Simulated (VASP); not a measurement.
# BaO (Fm-3m) in VASP: single point with PBE

Aim: the single point of BaO with PBE.

Everything below comes from runs of VASP 6.6.1. Logs are shortened: lines on timing, memory, paths and dates and some standing lists are left out, and cuts for length are marked.

### Step 1. The cell of the first run

It takes space group Fm-3m (No. 225, cubic). The conventional cell has a = 5.574 Å, b = 5.574 Å, c = 5.574 Å, α = 90.00°, β = 90.00°, γ = 90.00°. Ba (site symmetry m-3m) has 6 O at 2.79 Å within 3.7 Å. Within 3.7 Å of O (site symmetry m-3m) lie 6 Ba at 2.79 Å.

### Step 2. Single point, PBE

INCAR

```
SYSTEM = BaO
  PREC = Accurate
  ENCUT = 1340
  EDIFF = 1E-6
  ISMEAR = 0
  SIGMA = 0.02
  LREAL = .FALSE.
  LASPH = .TRUE.
  NELM = 120
  ALGO = Normal
  ISIF = 2
  LWAVE = .FALSE.
  LCHARG = .TRUE.
  GGA = PE
  LELF = .TRUE.
  LVHAR = .TRUE.
  NBANDS = 15
  GGA_COMPAT = .FALSE.
```

KPOINTS

```
regular mesh
0
G
  8 8 8
  0 0 0
```

POSCAR

```
BaO
1.0
    0.0000000000      2.7870116207      2.7870116207
    2.7870116207      0.0000000000      2.7870116207
    2.7870116207      2.7870116207      0.0000000000
Ba O
1 1
Direct
    0.0000000000      0.0000000000      0.0000000000
    0.5000000000      0.5000000000      0.5000000000
```

Potentials or basis: VASP PAW PBE potentials, release 64 (Ba_sv, O_h).

Started as:

```
$ cat potpaw_PBE.64/Ba_sv/POTCAR potpaw_PBE.64/O_h/POTCAR > POTCAR
$ mpirun -np 1 vasp_std > vasp.out
```

OUTCAR:

```text
SYSTEM = BaO
   PREC = Accurate
   ENCUT = 1340
   EDIFF = 1E-6
   ISMEAR = 0
   LREAL = .FALSE.
   LASPH = .TRUE.
   NELM = 120
   ISIF = 2
   GGA = PE

 ion  position               nearest neighbor table
   1  0.000  0.000  0.000-   2 2.79   2 2.79   2 2.79   2 2.79   2 2.79   2 2.79
   2  0.500  0.500  0.500-   1 2.79   1 2.79   1 2.79   1 2.79   1 2.79   1 2.79

  LATTYP: Found a face centered cubic cell.
 ALAT       =     5.5740232414

  Lattice vectors:

 A1 = (   0.0000000000,   2.7870116207,   2.7870116207)
 A2 = (   2.7870116207,   0.0000000000,   2.7870116207)
 A3 = (   2.7870116207,   2.7870116207,   0.0000000000)

Analysis of symmetry for initial positions (statically):
=====================================================================
 Subroutine PRICEL returns:
 Original cell was already a primitive cell.

 Routine SETGRP: Setting up the symmetry group for a
 face centered cubic supercell.

 Subroutine GETGRP returns: Found 48 space group operations
 (whereof 48 operations were pure point group operations)
 out of a pool of 48 trial point group operations.

The static configuration has the point symmetry O_h .

Analysis of symmetry for dynamics (positions and initial velocities):
=====================================================================
 Subroutine PRICEL returns:
 Original cell was already a primitive cell.

 Routine SETGRP: Setting up the symmetry group for a
 face centered cubic supercell.

 Subroutine GETGRP returns: Found 48 space group operations
 (whereof 48 operations were pure point group operations)
 out of a pool of 48 trial point group operations.

The dynamic configuration has the point symmetry O_h .

 Subroutine INISYM returns: Found 48 space group operations
 (whereof 48 operations are pure point group operations),
 and found     1 'primitive' translations

----------------------------------------------------------------------------------------

                                     Primitive cell

  volume of cell :      43.2959

  direct lattice vectors                    reciprocal lattice vectors
     0.000000000  2.787011621  2.787011621    -0.179403629  0.179403629  0.179403629
     2.787011621  0.000000000  2.787011621     0.179403629 -0.179403629  0.179403629
     2.787011621  2.787011621  0.000000000     0.179403629  0.179403629 -0.179403629

  length of vectors
     3.941429632  3.941429632  3.941429632     0.310736201  0.310736201  0.310736201

  position of ions in fractional coordinates (direct lattice)
     0.000000000  0.000000000  0.000000000
     0.500000000  0.500000000  0.500000000

  ion indices of the primitive-cell ions
   primitive index   ion index
                 1           1
                 2           2

----------------------------------------------------------------------------------------

 KPOINTS: regular mesh

Automatic generation of k-mesh.
 Grid dimensions read from file:
 generate k-points for:    8    8    8

 Generating k-lattice:

  Cartesian coordinates                     Fractional coordinates (reciprocal lattice)
    -0.022425454  0.022425454  0.022425454     0.125000000  0.000000000  0.000000000
     0.022425454 -0.022425454  0.022425454     0.000000000  0.125000000  0.000000000
     0.022425454  0.022425454 -0.022425454     0.000000000  0.000000000  0.125000000

  Length of vectors
     0.038842025  0.038842025  0.038842025

  Shift w.r.t. Gamma in fractional coordinates (k-lattice)
     0.000000000  0.000000000  0.000000000

 Subroutine IBZKPT returns following result:
 ===========================================

 Found     29 irreducible k-points:

 Following reciprocal coordinates:
            Coordinates               Weight
  0.000000  0.000000  0.000000      1.000000
  0.125000  0.000000  0.000000      8.000000
  0.250000  0.000000  0.000000      8.000000
  0.375000  0.000000  0.000000      8.000000
  0.500000  0.000000  0.000000      4.000000
  0.125000  0.125000  0.000000      6.000000
[... 16 lines left out ...]
  0.500000  0.250000  0.125000     48.000000
 -0.375000  0.250000  0.125000     24.000000
 [... further k-points ...]
   k-points           NKPTS =     29   k-points in BZ     NKDIM =     29   number of bands    NBANDS=     15
   number of dos      NEDOS =    301   number of ions     NIONS =      2
   total plane-waves  NPLWV = 110592
   dimension x,y,z NGX =    48 NGY =   48 NGZ =   48
   dimension x,y,z NGXF=    96 NGYF=   96 NGZF=   96
   ions per type =               1   1
   NGX,Y,Z   is equivalent  to a cutoff of  20.25, 20.25, 20.25 a.u.
   NGXF,Y,Z  is equivalent  to a cutoff of  40.49, 40.49, 40.49 a.u.
 SYSTEM =  BaO
   PREC   = accura    normal or accurate (medium, high low for compatibility)
   ISTART =      0    job   : 0-new  1-cont  2-samecut
   ICHARG =      2    charge: 1-file 2-atom 10-const
   ISPIN  =      1    spin polarized calculation?
   LNONCOLLINEAR =      F non collinear calculations
   LSORBIT =      F    spin-orbit coupling
   LASPH  =      T    aspherical Exc in radial PAW
   ENCUT  = 1340.0 eV  98.49 Ry    9.92 a.u.  11.76 11.76 11.76*2*pi/ulx,y,z
   NELM   =    120;   NELMIN=  2; NELMDL= -5     # of ELM steps
   EDIFF  = 0.1E-05   stopping-criterion for ELM
   LREAL  =      F    real-space projection
[... 7 lines left out ...]
   TEBEG  =    0.0;   TEEND  =   0.0 temperature during run
   PSTRESS=    0.0 pullay stress
   NELECT =      16.0000    total number of electrons
   NUPDOWN=      -1.0000    fix difference up-down
   EMIN   =  10.00;   EMAX   =-10.00  energy-range for DOS
   EFERMI =   0.00;   METHOD = LEGACY
   ISMEAR =     0;   SIGMA  =   0.02  broadening in eV -4-tet -1-fermi 0-gaus
   EFERMI_NEDOS =   21; number of points for ismear=-14 and -15
   IALGO  =     38    algorithm
   IMIX   =      4    mixing-type and parameters
     AMIX     =   0.40;   BMIX     =  1.00
     AMIX_MAG =   1.60;   BMIX_MAG =  1.00
  volume/ion in A,a.u.               =      21.65       146.09
  Fermi-wavevector in a.u.,A,eV,Ry     =   1.174806  2.220061 18.778332  1.380168
  Thomas-Fermi vector in A             =   2.311197
   LORBIT       =      0    0 simple, 1 ext, 2 COOP (PROOUT), +10 PAW based schemes
   GGA     = PE    functional components
   LHFCALC =     F    Hartree Fock is set to
   AEXX    =    0.0000 exact exchange contribution
   IVDW    =     0    specifies the selected vdW correction
   LEPSILON=     F    determine dielectric tensor
   LRPA    =     F    only Hartree local field effects (RPA)
 non-spin polarized calculation
 Gauss-broadening in eV      SIGMA  =   0.02
  energy-cutoff  :     1340.00
  volume of cell :       43.30
 maximum number of plane-waves:      4909
   NGX = 23   NGY = 23   NGZ = 23

 number of electron      15.9999999 magnetization

 Free energy of the ion-electron system (eV)
  ---------------------------------------------------
  ext. energy  EPLUGINS =         0.00000000
  ---------------------------------------------------
  free energy    TOTEN  =       -11.81196530 eV

  energy without entropy =      -11.81196530  energy(sigma->0) =      -11.81196530

 E-fermi :   2.0842     XC(G=0):  -9.5340

 val. band max:        1.9228391670   @ k =   0.5000   0.5000   0.0000
 cond. band min:       3.9617555447   @ k =   0.5000   0.5000   0.0000
 fundamental gap:      2.0389163777
 Fermi energy:         2.0841991367

 k-point     1 :       0.0000    0.0000    0.0000
  band No.  band energies     occupation
      1     -23.9878      2.00000
      2     -13.0351      2.00000
      3      -8.5385      2.00000
      4      -8.5385      2.00000
      5      -8.5385      2.00000
      6       1.6292      2.00000
      7       1.6292      2.00000
      8       1.6292      2.00000
      9       5.3935      0.00000
     10       6.6169      0.00000
     11       6.6169      0.00000
     12       6.6169      0.00000
     13       8.8356      0.00000
     14       8.8356      0.00000
     15      11.8852      0.00000

 k-point     2 :       0.1250    0.0000    0.0000
  band No.  band energies     occupation
      1     -23.9545      2.00000
      2     -13.1345      2.00000
      3      -8.5735      2.00000
      4      -8.5561      2.00000
      5      -8.5561      2.00000
      6       1.2978      2.00000
      7       1.4364      2.00000
      8       1.4364      2.00000
      9       6.0225      0.00000
     10       6.5011      0.00000
     11       6.9001      0.00000
     12       6.9001      0.00000
     13       9.2211      0.00000
     14       9.2211      0.00000
     15      12.8194      0.00000

 k-point     3 :       0.2500    0.0000    0.0000
  band No.  band energies     occupation
      1     -23.8722      2.00000
      2     -13.3748      2.00000
      3      -8.6518      2.00000
      4      -8.5977      2.00000
      5      -8.5977      2.00000
      6       0.6804      2.00000
      7       1.0242      2.00000
      8       1.0242      2.00000
      9       6.3893      0.00000
     10       7.6033      0.00000
     11       7.6645      0.00000
     12       7.6645      0.00000
     13      10.1798      0.00000
     14      10.1798      0.00000
     15      14.8303      0.00000

 k-point     4 :       0.3750    0.0000    0.0000
  band No.  band energies     occupation
      1     -23.7872      2.00000
      2     -13.6159      2.00000
      3      -8.7225      2.00000
      4      -8.6380      2.00000
      5      -8.6380      2.00000
      6       0.1861      2.00000
      7       0.6671      2.00000
      8       0.6671      2.00000
      9       6.6476      0.00000
     10       8.5837      0.00000
     11       8.5837      0.00000
     12       9.2312      0.00000
     13      11.3952      0.00000
     14      11.3952      0.00000
     15      15.6286      0.00000
[... 307 lines left out ...]
 k-point    22 :       0.3750    0.2500    0.1250
  band No.  band energies     occupation
      1     -23.8128      2.00000
      2     -13.4081      2.00000
      3      -8.9349      2.00000
      4      -8.7704      2.00000
      5      -8.6734      2.00000
      6       0.5472      2.00000
      7       0.9983      2.00000
      8       1.5671      2.00000
      9       5.5815      0.00000
     10       7.5390      0.00000
     11       8.5226      0.00000
     12       8.8403      0.00000
     13      10.4387      0.00000
     14      11.1377      0.00000
     15      16.2613      0.00000

 k-point    23 :       0.5000    0.2500    0.1250
  band No.  band energies     occupation
      1     -23.7457      2.00000
      2     -13.5129      2.00000
      3      -9.1078      2.00000
      4      -8.9875      2.00000
      5      -8.6543      2.00000
      6       0.5540      2.00000
      7       0.8115      2.00000
      8       1.4058      2.00000
      9       6.0705      0.00000
     10       7.8619      0.00000
     11       9.2042      0.00000
     12       9.3608      0.00000
     13      11.3184      0.00000
     14      12.7453      0.00000
     15      14.5811      0.00000

 k-point    24 :      -0.3750    0.2500    0.1250
  band No.  band energies     occupation
      1     -23.7175      2.00000
      2     -13.5571      2.00000
      3      -9.1277      2.00000
      4      -9.1250      2.00000
      5      -8.6469      2.00000
      6       0.4606      2.00000
      7       1.0417      2.00000
      8       1.1105      2.00000
      9       6.7631      0.00000
     10       7.3625      0.00000
     11       9.6637      0.00000
     12       9.7143      0.00000
     13      11.8629      0.00000
     14      13.5489      0.00000
     15      13.9019      0.00000

 [... further k-points ...]
[... 5 lines left out ...]
  --------------------------------------------------------------------------------------
  -------------------------------------------------------------------------------------
  Total        0.4006410      0.4006410      0.4006410      0.0000000      0.0000000     -0.0000000
  in kB       14.8258511     14.8258511     14.8258511      0.0000000      0.0000000     -0.0000000
  external PRESSURE =      14.8258511 kB  Pullay stress =       0.0000000 kB

 VOLUME and BASIS-vectors are now :
 -----------------------------------------------------------------------------
  energy-cutoff  :     1340.00
  volume of cell :       43.30
      direct lattice vectors                 reciprocal lattice vectors
     0.000000000  2.787011621  2.787011621    -0.179403629  0.179403629  0.179403629
     2.787011621  0.000000000  2.787011621     0.179403629 -0.179403629  0.179403629
     2.787011621  2.787011621  0.000000000     0.179403629  0.179403629 -0.179403629

 POSITION                                       TOTAL-FORCE (eV/Angst)
 -----------------------------------------------------------------------------------
      0.00000      0.00000      0.00000         0.000000     -0.000000      0.000000
      2.78701      2.78701      2.78701        -0.000000      0.000000     -0.000000
 -----------------------------------------------------------------------------------
    total drift:                               -0.000000     -0.000000     -0.000000

  FREE ENERGIE OF THE ION-ELECTRON SYSTEM (eV)
  ---------------------------------------------------
  free  energy   TOTEN  =       -11.8119652976 eV

  energy  without entropy=      -11.8119652976  energy(sigma->0) =      -11.81196530
```

Wall time 86 s (1 thread of AMD EPYC 7R43 (Zen 3), shared host); peak memory 0.32 GiB.

Results:

```yaml
Free_energy: -11.8120 eV
Pressure: 1.5 GPa
Band_gap_on_the_k_mesh: 2.04 eV
```

Levels at points of the mesh, in eV from the valence-band top:
| k point | band 6 | band 7 | band 8 | band 9 | band 10 | band 11 |
| --- | --- | --- | --- | --- | --- | --- |
| (0.00, 0.00, 0.00) | -0.29 | -0.29 | -0.29 | 3.47 | 4.69 | 4.69 |
| (0.50, 0.00, 0.00) | -1.92 | -1.39 | -1.39 | 4.91 | 7.10 | 7.10 |
| (0.50, 0.50, 0.00) | -0.13 | -0.13 | 0.00 | 2.04 | 5.90 | 8.80 |

Caveat: spin-orbit coupling is left out, which moves the levels of the heavy elements. A k mesh can miss the band edges.
